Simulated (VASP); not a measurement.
A run of VASP 6.6.1:

File INCAR:

```
SYSTEM = Ga
PREC = Accurate
ENCUT = 520
EDIFF = 1E-6
ISMEAR = -1
SIGMA = 0.1
LREAL = .FALSE.
LASPH = .TRUE.
NELM = 60
ALGO = Normal
ISIF = 2
LWAVE = .FALSE.
LCHARG = .TRUE.
GGA = PS
LELF = .TRUE.
LVHAR = .TRUE.
NBANDS = 20
```

The input KPOINTS:

```
Automatic mesh
0
G
  11 11 11
  0 0 0
```

POSCAR

```
Ga
1.0
    0.0000000000      2.9166202108      2.9166202108
    2.9166202108      0.0000000000      2.9166202108
    2.9166202108      2.9166202108      0.0000000000
Ga
2
Direct
    0.1250000000      0.1250000000      0.1250000000
    0.8750000000      0.8750000000      0.8750000000
```

Potentials or basis: VASP PAW PBE potentials, release 64 (Ga_d).

Run with:

```bash
$ cat potpaw_PBE.64/Ga_d/POTCAR > POTCAR
$ mpirun -np 1 vasp_std > vasp.out
```

Hardware: 1 thread of Intel(R) Xeon(R) 6975P-C (Granite Rapids), with other jobs on the host.

Estimate the wall time of this run.

It took 15 s on 1 thread of Intel(R) Xeon(R) 6975P-C (Granite Rapids) (shared host), peak memory 0.19 GiB. Counts: scf iterations 11, k points 56.
